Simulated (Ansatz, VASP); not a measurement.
MgO: VASP beside Ansatz

```
Mg O
1.0
     2.87804    0.00000    0.00000
    -1.43902    2.49246    0.00000
     0.00000    0.00000    2.62498
Mg O
1 1
Direct
  0.00000 0.00000 0.00000
  0.33333 0.66667 0.50000
```

Change from the starting cell: volume scaled by 0.94.

Alike in both runs: task single point; functional LDA; k mesh 10 × 10 × 10; occupations gaussian, width 0.05 eV; no spin polarisation.

|  | VASP | Ansatz |
| --- | --- | --- |
| version | VASP 6.6.1 | Ansatz 0.2.0 |
| potentials or method | VASP PAW LDA potentials, release 64 (Mg, O), cutoff 520 eV | all-electron LAPW, scalar-relativistic |

|  | VASP | Ansatz | Ansatz less VASP |
| --- | --- | --- | --- |
| gap on the k mesh at the Fermi level (eV) | 3.43 | 3.43 | +0.001 |
| least direct gap on the mesh (eV) | 3.84 | 3.84 | -0.002 |
| pressure (GPa) | -2.6 | -0.7 | +1.92 |
| traceless stress, the component that is largest in VASP (GPa) | 0.36 | 0.66 | +0.307 |

LDA's correlation is that of Perdew and Zunger in VASP and of Perdew and Wang (1992) in Ansatz. Ansatz ran all-electron here, and VASP with PAW potentials.
